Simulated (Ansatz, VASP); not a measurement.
Two plane-wave programs on Sn2TeS3

```xyz
6
Lattice="3.5354 0.0000 0.0000 0.0000 3.5354 0.0000 0.0000 0.0000 10.5384" Properties=species:S:1:pos:R:3 pbc="T T T"
Sn    0.0000    0.0000    3.5124
Sn    0.0000    0.0000    7.0260
Te    0.0000    0.0000    0.0000
S     1.7677    1.7677    1.8716
S     1.7677    1.7677    5.2692
S     1.7677    1.7677    8.6668
```

Change from the starting cell: species swapped into the Pr3MgAl2 type (P4/mmm, No. 123).

Alike in both runs: functional PBE; k mesh 4 × 4 × 2; occupations gaussian, width 0.1 eV; no spin polarisation.

Ansatz relaxed the structure, and its values are those at the end. VASP's run is a single point on that final structure, the one shown.

|  | VASP | Ansatz |
| --- | --- | --- |
| version | VASP 6.6.1 | Ansatz 0.2.0 |
| potentials or method | VASP PAW PBE potentials, release 64 (Sn_d, Te, S), cutoff 520 eV | scalar-relativistic, plane waves, PAW |
| valence electrons in the cell | 52 | 62 |

```csv
,VASP,Ansatz,Ansatz less VASP
gap on the k mesh at the Fermi level (eV),none,none,-
pressure (GPa),-0.1,0.0,+0.09
rms of the force components (eV/Å),0.006,0.004,-0.0017
```

A gap of «none» marks a metal or a gap that the smearing closes. The functional is the same, so the differences come from potentials, cutoffs and numerics. VASP's potentials hold 52 valence electrons a cell and Ansatz's 62, so a difference there can come from the potentials and not from the codes.

The k mesh is coarse, so the values compare programs but aren't converged. Neither program's run includes spin-orbit coupling.
